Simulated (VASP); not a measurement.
# Ni2Ge (P6_3/mmc) in VASP: a series of runs

Ni2Ge is run at these levels: r2SCAN; tasks: single point.

All numbers are computed with VASP 6.6.1; they aren't measurements. Logs are shortened: lines on timing, memory, paths and dates and some standing lists are left out, and cuts for length are marked.

**1. The cell of the first run**

The structure is hexagonal, space group P6_3/mmc (No. 194). The conventional cell has a = 3.899 Å, b = 3.899 Å, c = 4.937 Å, α = 90.00°, β = 90.00°, γ = 120.00°. Ni (site symmetry -6m2) has 5 Ge at 2.25 to 2.47 Å and 6 Ni at 2.57 Å within 3.0 Å. Within 3.3 Å of Ni (site symmetry -3m) lie 8 Ni at 2.47 to 2.57 Å and 6 Ge at 2.57 Å. Ge (site symmetry -6m2) has 11 Ni at 2.25 to 2.57 Å within 3.0 Å.

**2. Single point, r2SCAN (equal strain along all axes, cell held: -2.0 %)**

The input, POSCAR:

```
Ni2Ge
1.0
    3.8985777128      0.0000000000      0.0000000000
   -1.9492888564      3.3762673379      0.0000000000
    0.0000000000      0.0000000000      4.9366280591
Ni Ge
4 2
Direct
    0.6666666667      0.3333333333      0.2500000000
    0.3333333333      0.6666666667      0.7500000000
    0.0000000000      0.0000000000      0.0000000000
    0.0000000000      0.0000000000      0.5000000000
    0.6666666667      0.3333333333      0.7500000000
    0.3333333333      0.6666666667      0.2500000000
```

The input, INCAR.step1:

```
PREC = Accurate ; ENCUT = 520
ISMEAR = 0 ; SIGMA = 0.1
LREAL = False ; LASPH = True
NELM = 100 ; NBANDS = 43
GGA = PE ; ALGO = Normal
EDIFF = 1E-4 ; LWAVE = True
LCHARG = False
```

The input, INCAR.step2:

```
PREC = Accurate ; ENCUT = 520
EDIFF = 1E-6 ; ISMEAR = 0
SIGMA = 0.1 ; LREAL = False
LASPH = True ; NELM = 100
ALGO = Normal ; ISIF = 2
LWAVE = False ; LCHARG = False
METAGGA = R2SCAN ; LMIXTAU = True
NBANDS = 43 ; ISTART = 1
```

The input, KPOINTS:

```
Automatic mesh
0
Gamma
  12 12 8
```

Potentials or basis: VASP PAW PBE potentials, release 64 (Ni, Ge_d).

Started as:

```
$ cat potpaw_PBE.64/Ni/POTCAR potpaw_PBE.64/Ge_d/POTCAR > POTCAR
$ cp INCAR.step1 INCAR
$ mpirun -np 1 vasp_std > vasp.out
$ cp INCAR.step2 INCAR
$ mpirun -np 1 vasp_std > vasp.out
```

OUTCAR:

```text
PREC = Accurate
   ENCUT = 520
   EDIFF = 1E-6
   ISMEAR = 0
   LREAL = False
   LASPH = True
   NELM = 100
   ISIF = 2
   METAGGA = R2SCAN
   ISTART = 1

 ion  position               nearest neighbor table
   1  0.667  0.333  0.250-   6 2.25   6 2.25   6 2.25   5 2.47   5 2.47   3 2.57   4 2.57   3 2.57
                             4 2.57   3 2.57   4 2.57
   2  0.333  0.667  0.750-   5 2.25   5 2.25   5 2.25   6 2.47   6 2.47   3 2.57   4 2.57   4 2.57
                             3 2.57   4 2.57   3 2.57
   3  0.000  0.000  0.000-   4 2.47   4 2.47   1 2.57   5 2.57   6 2.57   2 2.57   2 2.57   6 2.57
                             1 2.57   5 2.57   1 2.57   5 2.57   2 2.57   6 2.57
   4  0.000  0.000  0.500-   3 2.47   3 2.47   1 2.57   5 2.57   6 2.57   2 2.57   2 2.57   6 2.57
                             1 2.57   5 2.57   1 2.57   5 2.57   2 2.57   6 2.57
   5  0.667  0.333  0.750-   2 2.25   2 2.25   2 2.25   1 2.47   1 2.47   3 2.57   4 2.57   3 2.57
                             4 2.57   3 2.57   4 2.57
   6  0.333  0.667  0.250-   1 2.25   1 2.25   1 2.25   2 2.47   2 2.47   3 2.57   4 2.57   4 2.57
                             3 2.57   4 2.57   3 2.57

  LATTYP: Found a hexagonal cell.
 ALAT       =     3.8985777128
 C/A-ratio  =     1.2662638590

  Lattice vectors:

 A1 = (   3.8985777128,   0.0000000000,   0.0000000000)
 A2 = (  -1.9492888564,   3.3762673379,   0.0000000000)
 A3 = (   0.0000000000,   0.0000000000,   4.9366280591)

Analysis of symmetry for initial positions (statically):
=====================================================================
 Subroutine PRICEL returns:
 Original cell was already a primitive cell.

 Routine SETGRP: Setting up the symmetry group for a
 hexagonal supercell.

 Subroutine GETGRP returns: Found 24 space group operations
 (whereof 12 operations were pure point group operations)
 out of a pool of 24 trial point group operations.

The static configuration has the point symmetry D_3d.
 The point group associated with its full space group is D_6h.

Analysis of symmetry for dynamics (positions and initial velocities):
=====================================================================
 Subroutine PRICEL returns:
 Original cell was already a primitive cell.

 Routine SETGRP: Setting up the symmetry group for a
 hexagonal supercell.

 Subroutine GETGRP returns: Found 24 space group operations
 (whereof 12 operations were pure point group operations)
 out of a pool of 24 trial point group operations.

The dynamic configuration has the point symmetry D_3d.
 The point group associated with its full space group is D_6h.

 Subroutine INISYM returns: Found 24 space group operations
 (whereof 12 operations are pure point group operations),
 and found     1 'primitive' translations

----------------------------------------------------------------------------------------

                                     Primitive cell

  volume of cell :      64.9791

  direct lattice vectors                    reciprocal lattice vectors
     3.898577713  0.000000000  0.000000000     0.256503801  0.148092538  0.000000000
    -1.949288856  3.376267338  0.000000000     0.000000000  0.296185077  0.000000000
     0.000000000  0.000000000  4.936628059     0.000000000  0.000000000  0.202567418

  length of vectors
     3.898577713  3.898577713  4.936628059     0.296185077  0.296185077  0.202567418

  position of ions in fractional coordinates (direct lattice)
     0.666666667  0.333333333  0.250000000
     0.333333333  0.666666667  0.750000000
     0.000000000  0.000000000  0.000000000
     0.000000000  0.000000000  0.500000000
     0.666666667  0.333333333  0.750000000
     0.333333333  0.666666667  0.250000000

  ion indices of the primitive-cell ions
   primitive index   ion index
                 1           1
                 2           2
                 3           3
                 4           4
                 5           5
                 6           6

----------------------------------------------------------------------------------------

 KPOINTS: Automatic mesh

Automatic generation of k-mesh.
 Grid dimensions read from file:
 generate k-points for:   12   12    8

 Generating k-lattice:

  Cartesian coordinates                     Fractional coordinates (reciprocal lattice)
     0.021375317  0.012341045  0.000000000     0.083333333 -0.000000000  0.000000000
     0.000000000  0.024682090  0.000000000     0.000000000  0.083333333  0.000000000
     0.000000000  0.000000000  0.025320927     0.000000000  0.000000000  0.125000000

  Length of vectors
     0.024682090  0.024682090  0.025320927

  Shift w.r.t. Gamma in fractional coordinates (k-lattice)
     0.000000000  0.000000000  0.000000000

 Subroutine IBZKPT returns following result:
 ===========================================

 Found     95 irreducible k-points:

 Following reciprocal coordinates:
            Coordinates               Weight
  0.000000  0.000000  0.000000      1.000000
  0.083333 -0.000000  0.000000      6.000000
  0.166667 -0.000000  0.000000      6.000000
  0.250000 -0.000000  0.000000      6.000000
  0.333333 -0.000000  0.000000      6.000000
  0.416667 -0.000000  0.000000      6.000000
[... 16 lines left out ...]
  0.250000 -0.000000  0.125000     12.000000
  0.333333 -0.000000  0.125000     12.000000
 [... further k-points ...]
   k-points           NKPTS =     95   k-points in BZ     NKDIM =     95   number of bands    NBANDS=     43
   number of dos      NEDOS =    301   number of ions     NIONS =      6
   total plane-waves  NPLWV =  36000
   dimension x,y,z NGX =    30 NGY =   30 NGZ =   40
   dimension x,y,z NGXF=    60 NGYF=   60 NGZF=   80
   ions per type =               4   2
   NGX,Y,Z   is equivalent  to a cutoff of  12.79, 12.79, 13.47 a.u.
   NGXF,Y,Z  is equivalent  to a cutoff of  25.59, 25.59, 26.94 a.u.
 SYSTEM =  unknown system
   PREC   = accura    normal or accurate (medium, high low for compatibility)
   ISTART =      1    job   : 0-new  1-cont  2-samecut
   ICHARG =      0    charge: 1-file 2-atom 10-const
   ISPIN  =      1    spin polarized calculation?
   LNONCOLLINEAR =      F non collinear calculations
   LSORBIT =      F    spin-orbit coupling
   LASPH  =      T    aspherical Exc in radial PAW
   ENCUT  =  520.0 eV  38.22 Ry    6.18 a.u.   7.25  7.25  9.18*2*pi/ulx,y,z
   NELM   =    100;   NELMIN=  2; NELMDL=  0     # of ELM steps
   EDIFF  = 0.1E-05   stopping-criterion for ELM
   LREAL  =      F    real-space projection
   EDIFFG = 0.1E-04   stopping-criterion for IOM
   NSW    =      0    number of steps for IOM
   IBRION =     -1    ionic relax: 0-MD 1-quasi-New 2-CG
   NFREE  =      0    steps in history (QN), initial steepest desc. (CG)
   ISIF   =      2    stress and relaxation
   ISYM   =      2    0-nonsym 1-usesym 2-fastsym
   POTIM  = 0.5000    time-step for ionic-motion
   TEBEG  =    0.0;   TEEND  =   0.0 temperature during run
   PSTRESS=    0.0 pullay stress
   NELECT =      68.0000    total number of electrons
   NUPDOWN=      -1.0000    fix difference up-down
   EMIN   =  10.00;   EMAX   =-10.00  energy-range for DOS
   EFERMI =   0.00;   METHOD = LEGACY
   ISMEAR =     0;   SIGMA  =   0.10  broadening in eV -4-tet -1-fermi 0-gaus
   EFERMI_NEDOS =   21; number of points for ismear=-14 and -15
   IALGO  =     38    algorithm
   IMIX   =      4    mixing-type and parameters
     AMIX     =   0.40;   BMIX     =  1.00
     AMIX_MAG =   1.60;   BMIX_MAG =  1.00
  volume/ion in A,a.u.               =      10.83        73.08
  Fermi-wavevector in a.u.,A,eV,Ry     =   1.662085  3.140886 37.586472  2.762528
  Thomas-Fermi vector in A             =   2.749037
   LORBIT       =      0    0 simple, 1 ext, 2 COOP (PROOUT), +10 PAW based schemes
   METAGGA = R2SCAN    functional components
   LHFCALC =     F    Hartree Fock is set to
   AEXX    =    0.0000 exact exchange contribution
   IVDW    =     0    specifies the selected vdW correction
   LEPSILON=     F    determine dielectric tensor
   LRPA    =     F    only Hartree local field effects (RPA)
 non-spin polarized calculation
 Gauss-broadening in eV      SIGMA  =   0.10
  energy-cutoff  :      520.00
  volume of cell :       64.98
 maximum number of plane-waves:      1773
 NGX is ok and might be reduce to    30
   NGX = 15   NGY = 15   NGZ = 19

 number of electron      67.9999988 magnetization

 Free energy of the ion-electron system (eV)
  ---------------------------------------------------
  ext. energy  EPLUGINS =         0.00000000
  ---------------------------------------------------
  free energy    TOTEN  =       -76.85568499 eV

  energy without entropy =      -76.83870445  energy(sigma->0) =      -76.84719472

 E-fermi :  11.0986     XC(G=0): -14.9862

 val. band max:       11.0916225413   @ k =   0.1667  -0.0000   0.0000
 cond. band min:      11.0987166287   @ k =   0.1667   0.1667   0.3750
 fundamental gap:      0.0070940874
 Fermi energy:        11.0985821146

 k-point     1 :       0.0000    0.0000    0.0000
  band No.  band energies     occupation
      1     -14.5875      2.00000
      2     -14.5761      2.00000
      3     -14.5548      2.00000
      4     -14.5547      2.00000
      5     -14.5188      2.00000
      6     -14.5187      2.00000
[... 35 lines left out ...]
     42      16.4883      0.00000
     43      20.4724      0.00000

 k-point     2 :       0.0833   -0.0000    0.0000
  band No.  band energies     occupation
      1     -14.5870      2.00000
      2     -14.5758      2.00000
      3     -14.5552      2.00000
      4     -14.5543      2.00000
      5     -14.5200      2.00000
      6     -14.5193      2.00000
[... 35 lines left out ...]
     42      17.1745      0.00000
     43      19.8413      0.00000

 k-point     3 :       0.1667   -0.0000    0.0000
  band No.  band energies     occupation
      1     -14.5858      2.00000
      2     -14.5750      2.00000
      3     -14.5563      2.00000
      4     -14.5531      2.00000
      5     -14.5223      2.00000
      6     -14.5194      2.00000
[... 919 lines left out ...]
      6     -14.5223      2.00000
[... 35 lines left out ...]
     42      18.6325      0.00000
     43      19.7968      0.00000

 k-point    24 :       0.3333   -0.0000    0.1250
  band No.  band energies     occupation
      1     -14.5813      2.00000
      2     -14.5734      2.00000
      3     -14.5576      2.00000
      4     -14.5502      2.00000
      5     -14.5269      2.00000
      6     -14.5225      2.00000
[... 35 lines left out ...]
     42      19.2198      0.00000
     43      20.6396      0.00000

 [... further k-points ...]
[... 5 lines left out ...]
  --------------------------------------------------------------------------------------
  -------------------------------------------------------------------------------------
  Total        6.1040841      6.1040841      5.1060282      0.0000000      0.0000000      0.0000000
  in kB      150.5073339    150.5073339    125.8984428      0.0000000      0.0000000      0.0000000
  external PRESSURE =     142.3043702 kB  Pullay stress =       0.0000000 kB

 VOLUME and BASIS-vectors are now :
 -----------------------------------------------------------------------------
  energy-cutoff  :      520.00
  volume of cell :       64.98
      direct lattice vectors                 reciprocal lattice vectors
     3.898577713  0.000000000  0.000000000     0.256503801  0.148092538  0.000000000
    -1.949288856  3.376267338  0.000000000     0.000000000  0.296185077  0.000000000
     0.000000000  0.000000000  4.936628059     0.000000000  0.000000000  0.202567418

 POSITION                                       TOTAL-FORCE (eV/Angst)
 -----------------------------------------------------------------------------------
      1.94929      1.12542      1.23416         0.000000     -0.000000      0.000000
     -0.00000      2.25084      3.70247        -0.000000      0.000000      0.000000
      0.00000      0.00000      0.00000        -0.000000      0.000000      0.000000
      0.00000      0.00000      2.46831        -0.000000      0.000000      0.000000
      1.94929      1.12542      3.70247        -0.000000     -0.000000      0.000000
     -0.00000      2.25084      1.23416        -0.000000      0.000000      0.000000
 -----------------------------------------------------------------------------------
    total drift:                                0.000000     -0.000000      0.000000

  FREE ENERGIE OF THE ION-ELECTRON SYSTEM (eV)
  ---------------------------------------------------
  free  energy   TOTEN  =       -76.8556849898 eV

  energy  without entropy=      -76.8387044498  energy(sigma->0) =      -76.84719472
```

Run time: 13 min. Hardware: 1 thread of Intel Xeon 6975P-C (Granite Rapids), shared host; peak memory 0.35 GiB.

What came out:

```yaml
Free_energy: -76.8557 eV
Pressure: 14.2 GPa
Band_gap_on_the_k_mesh: zero (bands 34 and 35 overlap by 3.41 eV)
```

Caveat: the cell differs from its parent crystal (equal strain along all axes, cell held: -2.0 %); the cell stands under pressure; the PAW data sets were made with another functional, which shifts forces and pressure a little. Spin polarisation is off, so any magnetic state and its effect on volume and gap are missing.

**3. Single point, r2SCAN (biaxial strain in the a-b plane: +1.0 %)**

Changes to POSCAR since step 2:

```diff
@@ -2,5 +2,5 @@
 1.0
-    3.8985777128      0.0000000000      0.0000000000
-   -1.9492888564      3.3762673379      0.0000000000
-    0.0000000000      0.0000000000      4.9366280591
+    4.0179219297      0.0000000000      0.0000000000
+   -2.0089609649      3.4796224616      0.0000000000
+    0.0000000000      0.0000000000      5.0071512902
 Ni Ge
```

The input, INCAR.step1:

```
SYSTEM = Ni2Ge
  ALGO = Normal
  EDIFF = 1E-4
  ENCUT = 520
  GGA = PE
  ISMEAR = 0
  LASPH = .True.
  LCHARG = .False.
  LREAL = .False.
  LWAVE = .True.
  NBANDS = 43
  NELM = 60
  PREC = Accurate
  SIGMA = 0.1
```

The input, INCAR.step2:

```
SYSTEM = Ni2Ge
  ALGO = Normal
  EDIFF = 1E-6
  ENCUT = 520
  ISIF = 2
  ISMEAR = 0
  ISTART = 1
  LASPH = .True.
  LCHARG = .False.
  LMIXTAU = .True.
  LREAL = .False.
  LWAVE = .False.
  METAGGA = R2SCAN
  NBANDS = 43
  NELM = 60
  PREC = Accurate
  SIGMA = 0.1
```

The input, KPOINTS:

```
k-points
0
Gamma
  12 12 8
  0 0 0
```

Potentials or basis: VASP PAW PBE potentials, release 64 (Ni, Ge_d).

Started as:

```
$ cat potpaw_PBE.64/Ni/POTCAR potpaw_PBE.64/Ge_d/POTCAR > POTCAR
$ cp INCAR.step1 INCAR
$ mpirun -np 1 vasp_std > vasp.out
$ cp INCAR.step2 INCAR
$ mpirun -np 1 vasp_std > vasp.out
```

Wall time 9.1 min (1 thread of Intel Xeon 6975P-C (Granite Rapids), shared host); peak memory 0.34 GiB.

The run converged. Its results:

* Free energy: -77.0134 eV
* Pressure: -2.8 GPa
* Band gap on the k mesh: zero (bands 34 and 35 overlap by 2.88 eV)

Stress tensor (GPa, compression positive):
```
-4.06  0.00  0.00
 0.00 -4.06  0.00
 0.00  0.00 -0.19
```

Levels at points of the mesh, in eV from the Fermi level:
```csv
k point,band 32,band 33,band 34,band 35,band 36,band 37
"(0.00, 0.00, 0.00)",-0.61,0.16,2.28,2.68,2.68,2.88
"(0.50, 0.00, 0.00)",-1.14,-1.03,-0.65,-0.53,0.75,1.76
"(0.00, 0.00, 0.50)",-1.15,1.56,1.56,3.26,3.26,3.26
"(0.50, 0.00, 0.50)",-1.20,-0.85,-0.85,0.90,0.90,2.60
```

Caveat: the cell differs from its parent crystal (biaxial strain in the a-b plane: +1.0 %); the PAW data sets were made with another functional, which shifts forces and pressure a little.

[end of part 1 of 2]
